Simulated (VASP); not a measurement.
# ZrTaZn4 (F-43m) in VASP: notebook, part 2 of 2

VASP 6.6.1. Earlier steps stand in the parts before.

## Step 3: Single point, PBE

This run uses another cell than the first one, of 15.89 Å³/atom, 1.144 times its volume.

Input file INCAR:

```
PREC = Accurate ; ENCUT = 520
EDIFF = 1E-6 ; ISMEAR = 0
SIGMA = 0.1 ; LREAL = F
LASPH = T ; NELM = 60
ALGO = Fast ; ISIF = 2
LWAVE = F ; LCHARG = F
GGA = PE ; NBANDS = 44
```

Input file KPOINTS:

```
regular mesh
0
Gamma
  4 4 4
```

Input file POSCAR:

```
ZrTaZn4
1.0
    0.0000000000      3.6256146243      3.6256146243
    3.6256146243      0.0000000000      3.6256146243
    3.6256146243      3.6256146243      0.0000000000
Zr Ta Zn
1 1 4
Direct
    0.2500000000      0.2500000000      0.2500000000
    0.0000000000      0.0000000000      0.0000000000
    0.6254038446      0.1237884662      0.6254038446
    0.6254038446      0.6254038446      0.1237884662
    0.6254038446      0.6254038446      0.6254038446
    0.1237884662      0.6254038446      0.6254038446
```

Potentials or basis: VASP PAW PBE potentials, release 64 (Zr_sv, Ta_pv, Zn).

Command:

```
$ cat potpaw_PBE.64/Zr_sv/POTCAR potpaw_PBE.64/Ta_pv/POTCAR potpaw_PBE.64/Zn/POTCAR > POTCAR
$ mpirun -np 1 vasp_std > vasp.out
```

OUTCAR:

```text
PREC = Accurate
   ENCUT = 520
   EDIFF = 1E-6
   ISMEAR = 0
   LREAL = F
   LASPH = T
   NELM = 60
   ISIF = 2
   GGA = PE

 ion  position               nearest neighbor table
   1  0.250  0.250  0.250-   3 3.01   4 3.01   6 3.01   3 3.01   5 3.01   6 3.01   4 3.01   5 3.01
                             6 3.01   3 3.01   4 3.01   5 3.01   2 3.14   2 3.14   2 3.14   2 3.14
   2  0.000  0.000  0.000-   3 3.01   4 3.01   5 3.01   4 3.01   5 3.01   6 3.01   3 3.01   5 3.01
                             6 3.01   3 3.01   4 3.01   6 3.01   1 3.14   1 3.14   1 3.14   1 3.14
   3  0.625  0.124  0.625-   4 2.56   5 2.56   6 2.56   4 2.57   5 2.57   6 2.57   2 3.01   2 3.01
                             2 3.01   1 3.01   1 3.01   1 3.01
   4  0.625  0.625  0.124-   3 2.56   5 2.56   6 2.56   5 2.57   3 2.57   6 2.57   2 3.01   2 3.01
                             2 3.01   1 3.01   1 3.01   1 3.01
   5  0.625  0.625  0.625-   3 2.56   4 2.56   6 2.56   4 2.57   3 2.57   6 2.57   2 3.01   2 3.01
                             2 3.01   1 3.01   1 3.01   1 3.01
   6  0.124  0.625  0.625-   3 2.56   4 2.56   5 2.56   5 2.57   4 2.57   3 2.57   2 3.01   2 3.01
                             2 3.01   1 3.01   1 3.01   1 3.01

  LATTYP: Found a face centered cubic cell.
 ALAT       =     7.2512292486

  Lattice vectors:

 A1 = (   0.0000000000,   3.6256146243,   3.6256146243)
 A2 = (   3.6256146243,   0.0000000000,   3.6256146243)
 A3 = (   3.6256146243,   3.6256146243,   0.0000000000)

Analysis of symmetry for initial positions (statically):
=====================================================================
 Subroutine PRICEL returns:
 Original cell was already a primitive cell.

 Routine SETGRP: Setting up the symmetry group for a
 face centered cubic supercell.

 Subroutine GETGRP returns: Found 24 space group operations
 (whereof 24 operations were pure point group operations)
 out of a pool of 48 trial point group operations.

The static configuration has the point symmetry T_d .

Analysis of symmetry for dynamics (positions and initial velocities):
=====================================================================
 Subroutine PRICEL returns:
 Original cell was already a primitive cell.

 Routine SETGRP: Setting up the symmetry group for a
 face centered cubic supercell.

 Subroutine GETGRP returns: Found 24 space group operations
 (whereof 24 operations were pure point group operations)
 out of a pool of 48 trial point group operations.

The dynamic configuration has the point symmetry T_d .

 Subroutine INISYM returns: Found 24 space group operations
 (whereof 24 operations are pure point group operations),
 and found     1 'primitive' translations

----------------------------------------------------------------------------------------

                                     Primitive cell

  volume of cell :      95.3180

  direct lattice vectors                    reciprocal lattice vectors
     0.000000000  3.625614624  3.625614624    -0.137907652  0.137907652  0.137907652
     3.625614624  0.000000000  3.625614624     0.137907652 -0.137907652  0.137907652
     3.625614624  3.625614624  0.000000000     0.137907652  0.137907652 -0.137907652

  length of vectors
[... 49 lines left out ...]
  0.500000  0.000000  0.000000      4.000000
  0.250000  0.250000  0.000000      6.000000
  0.500000  0.250000  0.000000     24.000000
 -0.250000  0.250000  0.000000     12.000000
  0.500000  0.500000  0.000000      3.000000
 -0.250000  0.500000  0.250000      6.000000
   k-points           NKPTS =      8   k-points in BZ     NKDIM =      8   number of bands    NBANDS=     44
   number of dos      NEDOS =    301   number of ions     NIONS =      6
   total plane-waves  NPLWV =  64000
   dimension x,y,z NGX =    40 NGY =   40 NGZ =   40
   dimension x,y,z NGXF=    80 NGYF=   80 NGZF=   80
   ions per type =               1   1   4
   NGX,Y,Z   is equivalent  to a cutoff of  12.97, 12.97, 12.97 a.u.
   NGXF,Y,Z  is equivalent  to a cutoff of  25.94, 25.94, 25.94 a.u.
 SYSTEM =  unknown system
   PREC   = accura    normal or accurate (medium, high low for compatibility)
   ISTART =      0    job   : 0-new  1-cont  2-samecut
   ICHARG =      2    charge: 1-file 2-atom 10-const
   ISPIN  =      1    spin polarized calculation?
   LNONCOLLINEAR =      F non collinear calculations
   LSORBIT =      F    spin-orbit coupling
   LASPH  =      T    aspherical Exc in radial PAW
   ENCUT  =  520.0 eV  38.22 Ry    6.18 a.u.   9.53  9.53  9.53*2*pi/ulx,y,z
   NELM   =     60;   NELMIN=  2; NELMDL= -5     # of ELM steps
   EDIFF  = 0.1E-05   stopping-criterion for ELM
   LREAL  =      F    real-space projection
   EDIFFG = 0.1E-04   stopping-criterion for IOM
   NSW    =      0    number of steps for IOM
   IBRION =     -1    ionic relax: 0-MD 1-quasi-New 2-CG
   NFREE  =      0    steps in history (QN), initial steepest desc. (CG)
   ISIF   =      2    stress and relaxation
   ISYM   =      2    0-nonsym 1-usesym 2-fastsym
   POTIM  = 0.5000    time-step for ionic-motion
   TEBEG  =    0.0;   TEEND  =   0.0 temperature during run
   PSTRESS=    0.0 pullay stress
   NELECT =      71.0000    total number of electrons
   NUPDOWN=      -1.0000    fix difference up-down
   EMIN   =  10.00;   EMAX   =-10.00  energy-range for DOS
   EFERMI =   0.00;   METHOD = LEGACY
   ISMEAR =     0;   SIGMA  =   0.10  broadening in eV -4-tet -1-fermi 0-gaus
   EFERMI_NEDOS =   21; number of points for ismear=-14 and -15
   IALGO  =     68    algorithm
   IMIX   =      4    mixing-type and parameters
     AMIX     =   0.40;   BMIX     =  1.00
     AMIX_MAG =   1.60;   BMIX_MAG =  1.00
  volume/ion in A,a.u.               =      15.89       107.21
  Fermi-wavevector in a.u.,A,eV,Ry     =   1.484007  2.804367 29.963798  2.202277
  Thomas-Fermi vector in A             =   2.597598
   LORBIT       =      0    0 simple, 1 ext, 2 COOP (PROOUT), +10 PAW based schemes
   GGA     = PE    functional components
   LHFCALC =     F    Hartree Fock is set to
   AEXX    =    0.0000 exact exchange contribution
   IVDW    =     0    specifies the selected vdW correction
   LEPSILON=     F    determine dielectric tensor
   LRPA    =     F    only Hartree local field effects (RPA)
 non-spin polarized calculation
 RMM-DIIS sequential band-by-band and
 Gauss-broadening in eV      SIGMA  =   0.10
  energy-cutoff  :      520.00
  volume of cell :       95.32
 maximum number of plane-waves:      2637
 NGX is ok and might be reduce to    40
   NGX = 19   NGY = 19   NGZ = 19

 number of electron      71.0000038 magnetization

 Free energy of the ion-electron system (eV)
  ---------------------------------------------------
  ext. energy  EPLUGINS =         0.00000000
  ---------------------------------------------------
  free energy    TOTEN  =       -25.68389471 eV

  energy without entropy =      -25.64621583  energy(sigma->0) =      -25.66505527

 E-fermi :   4.9441     XC(G=0): -12.0319

 val. band max:        4.8923351372   @ k =  -0.2500   0.5000   0.2500
 cond. band min:       4.9826952544   @ k =   0.5000   0.2500   0.0000
 fundamental gap:      0.0903601171
 Fermi energy:         4.9440974255

 k-point     1 :       0.0000    0.0000    0.0000
  band No.  band energies     occupation
      1     -43.3373      2.00000
      2     -29.2432      2.00000
      3     -29.2432      2.00000
      4     -29.2432      2.00000
      5     -21.4000      2.00000
      6     -21.4000      2.00000
[... 365 lines left out ...]
     43      10.0014      0.00000
     44      10.5218      0.00000

------------------------ aborting loop because EDIFF is reached ----------------------------------------

  FORCE on cell =-STRESS in cart. coord.  units (eV):
  Direction    XX          YY          ZZ          XY          YZ          ZX
  --------------------------------------------------------------------------------------
  -------------------------------------------------------------------------------------
  Total        0.2285763      0.2285763      0.2285763      0.0000000     -0.0000000      0.0000000
  in kB        3.8420840      3.8420840      3.8420840      0.0000000     -0.0000000      0.0000000
  external PRESSURE =       3.8420840 kB  Pullay stress =       0.0000000 kB

 VOLUME and BASIS-vectors are now :
 -----------------------------------------------------------------------------
  energy-cutoff  :      520.00
  volume of cell :       95.32
      direct lattice vectors                 reciprocal lattice vectors
     0.000000000  3.625614624  3.625614624    -0.137907652  0.137907652  0.137907652
     3.625614624  0.000000000  3.625614624     0.137907652 -0.137907652  0.137907652
     3.625614624  3.625614624  0.000000000     0.137907652  0.137907652 -0.137907652

 POSITION                                       TOTAL-FORCE (eV/Angst)
 -----------------------------------------------------------------------------------
      1.81281      1.81281      1.81281        -0.000000     -0.000000     -0.000000
      0.00000      0.00000      0.00000        -0.000000     -0.000000     -0.000000
      2.71628      4.53495      2.71628         0.000564     -0.000564      0.000564
      2.71628      2.71628      4.53495         0.000564      0.000564     -0.000564
      4.53495      4.53495      4.53495        -0.000564     -0.000564     -0.000564
      4.53495      2.71628      2.71628        -0.000564      0.000564      0.000564
 -----------------------------------------------------------------------------------
    total drift:                                0.000000      0.000000      0.000001

  FREE ENERGIE OF THE ION-ELECTRON SYSTEM (eV)
  ---------------------------------------------------
  free  energy   TOTEN  =       -25.6838947060 eV

  energy  without entropy=      -25.6462158330  energy(sigma->0) =      -25.66505527
```

stdout:

```text
POSCAR found type information on POSCAR ZrTaZn
 POSCAR found :  3 types and       6 ions
 scaLAPACK will be used
 LDA part: xc-table for (Slater+PW92), standard interpolation
 POSCAR, INCAR and KPOINTS ok, starting setup
 FFT: planning ... GRIDC
 FFT: planning ... GRID_SOFT
 FFT: planning ... GRID
 WAVECAR not read
 entering main loop
WARNING in EDDRMM: call to ZHEGV failed, returncode =   8  4     34
```

Run time: 38 s. Hardware: 1 thread of Intel Xeon 6975P-C (Granite Rapids), shared host; peak memory 0.25 GiB.

What came out:

* Free energy: -25.6839 eV
* Pressure: 0.4 GPa

Caveat: the k points lie up to 0.38 Å⁻¹ apart; spin-orbit coupling is left out, which moves the levels of the heavy elements.
